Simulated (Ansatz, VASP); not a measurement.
**Two plane-wave programs on Ti3Al**

```
CELL_PARAMETERS angstrom
2.92754 0.00000 0.00000
-1.46377 2.53533 0.00000
0.00000 0.00000 9.22636
ATOMIC_POSITIONS crystal
Ti 0.33333 0.66667 0.24941
Ti 0.33333 0.66667 0.75059
Ti 0.66667 0.33333 0.00000
Al 0.66667 0.33333 0.50000
```

Alike in both runs: task relaxation of cell and atoms; functional PBEsol; dispersion D4; k mesh 10 × 10 × 3; occupations fermi-dirac, width 0.05 eV; no spin polarisation.

|  | VASP | Ansatz |
| --- | --- | --- |
| version | VASP 6.6.1 | Ansatz 0.2.0 |
| potentials or method | VASP PAW PBE potentials, release 64 (Ti_sv, Al) | Ansatz PAW |
| plane-wave cutoff (eV) | 600 | 420 |
| valence electrons in the cell | 39 | 39 |

|  | VASP | Ansatz | Ansatz less VASP |
| --- | --- | --- | --- |
| gap on the k mesh at the Fermi level, each at its own relaxed structure (eV) | none | none | - |
| relaxed volume (Å³/atom) | 16.37 | 16.41 | +0.039 |
| relaxed cell length with the largest relative difference (Å) | 2.881 | 2.884 | +0.0029 |

VASP's potentials were made for PBE, not for PBEsol. A gap of «none» marks a metal or a gap that the smearing closes.

Noted on Ansatz's run: the plane-wave basis is chosen anew once the cell has moved, so the energies of steps on either side of that aren't comparable.
